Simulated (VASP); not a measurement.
Input of a VASP 6.6.1 run:

INCAR

```
ALGO = Normal
EDIFF = 1E-6
EDIFFG = -0.005
ENCUT = 600
GGA = PS
IBRION = 2
ISIF = 3
ISMEAR = -1
LASPH = T
LCHARG = F
LREAL = F
LWAVE = F
NELM = 100
NSW = 60
PREC = Accurate
PSTRESS = 89.0
SIGMA = 0.1
```

The input KPOINTS:

```
k-points
0
Gamma
  14 14 14
```

Contents of POSCAR:

```
Te
1.0
   -1.8261938023      1.8261938023      1.8261938023
    1.8261938023     -1.8261938023      1.8261938023
    1.8261938023      1.8261938023     -1.8261938023
Te
1
Direct
    0.0000000000      0.0000000000      0.0000000000
```

Potentials or basis: VASP PAW PBE potentials, release 64 (Te).

Run with:

```sh
$ cat potpaw_PBE.64/Te/POTCAR > POTCAR
$ mpirun -np 1 vasp_std > vasp.out
```

Question: Estimate the band gap on the k mesh.

Answer: Zero (band 3 reaches 13.92 eV, above the bottom of band 4 at 6.49 eV).

Final structure:
```xyz
1
Lattice="-1.8262 1.8262 1.8262 1.8262 -1.8262 1.8262 1.8262 1.8262 -1.8262" Properties=species:S:1:pos:R:3 pbc="T T T"
Te    0.0000    0.0000    0.0000
```

Caveat: the relaxation stopped at its first step, so nothing moved; the cell is relaxed towards a set pressure, so the enthalpy falls and the energy may rise; spin-orbit coupling is left out, which moves the levels of the heavy elements.
